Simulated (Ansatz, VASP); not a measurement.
## Two plane-wave programs on BP

```
CELL_PARAMETERS angstrom
0.00000 2.23753 2.23753
2.23753 0.00000 2.23753
2.23753 2.23753 0.00000
ATOMIC_POSITIONS crystal
B 0.00000 0.00000 0.00000
P 0.25000 0.25000 0.25000
```

Change from the starting cell: strained cell.

Alike in both runs: functional PBEsol; k mesh 10 × 10 × 10; occupations gaussian, width 0.02 eV; no spin polarisation.

Ansatz relaxed the structure, and its values are those at the end. VASP's run is a single point on that final structure, the one shown.

```csv
,VASP,Ansatz
version,VASP 6.6.1,Ansatz 0.2.0
potentials or method,"VASP PAW PBE potentials, release 64 (B, P), cutoff 500 eV","scalar-relativistic, plane waves, PAW"
valence electrons in the cell,8,8
```

VASP gave:

```
gap on the k mesh at the Fermi level (eV) : 1.08
least direct gap on the mesh (eV)         : 3.42
pressure (GPa)                            : 5.5
```

**Question.** Which values does Ansatz return?

**Answer.** gap on the k mesh at the Fermi level (eV): 1.08; least direct gap on the mesh (eV): 3.43; pressure (GPa): 5.4.

VASP's potentials were made for PBE, not for PBEsol, and Ansatz warns of the same on its side. Ansatz's warnings: stress scf threshold loose.
